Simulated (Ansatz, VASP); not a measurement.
## One calculation of MoH3, two programs

Contents of INCAR:

```
PREC = Accurate
ENCUT = 600
EDIFF = 1E-6
ISMEAR = 0
SIGMA = 0.15
LREAL = F
LASPH = T
NELM = 80
ALGO = Normal
ISIF = 3
LWAVE = F
LCHARG = F
GGA = PE
IBRION = 2
NSW = 36
EDIFFG = -0.08
```

KPOINTS

```
Automatic mesh
0
Gamma
  6 6 3
```

POSCAR

```
MoH3
1.0
    2.8240226500      0.0000000000      0.0000000000
   -1.4120113300      2.4456753600      0.0000000000
    0.0000000000      0.0000000000      6.0817804700
H Mo
3 1
Direct
    0.3333333300      0.6666666700      0.1718330500
    0.3333333300      0.6666666700      0.8281669500
    0.0000000000      0.0000000000      0.0000000000
    0.0000000000      0.0000000000      0.5000000000
```

Input for Ansatz:

```yaml
crystal:
  lattice:
    - [2.82402265, 0.0, 0.0]
    - [-1.41201133, 2.44567536, 0.0]
    - [0.0, 0.0, 6.08178047]
  atoms:
    - { symbol: H, position: [0.33333333, 0.66666667, 0.17183305] }
    - { symbol: H, position: [0.33333333, 0.66666667, 0.82816695] }
    - { symbol: H, position: [0.0, 0.0, 0.0] }
    - { symbol: Mo, position: [0.0, 0.0, 0.5] }
basis:
  ecutwfc: 420
kpoints:
  mp_grid: { grid: [6, 6, 3] }
hamiltonian:
  xc: pbe
scf:
  occupations: { method: gaussian, width: 0.15 }
  lower_state_search: "off"
output:
  forces: true
  stress: true
  eigenvalues: true
relax:
  adjacent_minimum: "off"
  f_tol: 0.08
  max_steps: 16
  cell: { stress_tol: 0.8 }
```

Alike in both runs: task relaxation of cell and atoms; functional PBE; k mesh 6 × 6 × 3; occupations gaussian, width 0.15 eV; no spin polarisation.

|  | VASP | Ansatz |
| --- | --- | --- |
| version | VASP 6.6.1 | Ansatz 0.2.0 |
| potentials or method | VASP PAW PBE potentials, release 64 (H, Mo_sv), cutoff 600 eV | scalar-relativistic, plane waves, PAW |
| valence electrons in the cell | 17 | 17 |

Ansatz gave:

```
gap on the k mesh at the Fermi level, each at its own relaxed structure (eV) : none
relaxed volume (Å³/atom)                                                     : 6.92
relaxed length of the cell vector where the two differ most in proportion (Å)              : 3.841
```

Question: Which values does VASP return?

Answer: gap on the k mesh at the Fermi level, each at its own relaxed structure (eV): none; relaxed volume (Å³/atom): 6.91; relaxed length of the cell vector where the two differ most in proportion (Å): 3.853.

A gap of «none» marks a metal or a gap that the smearing closes.

The k mesh is coarse, so the values compare programs but aren't converged. Noted on VASP's run: the volume moved by over 15 % at a fixed basis, so the end points are rough.
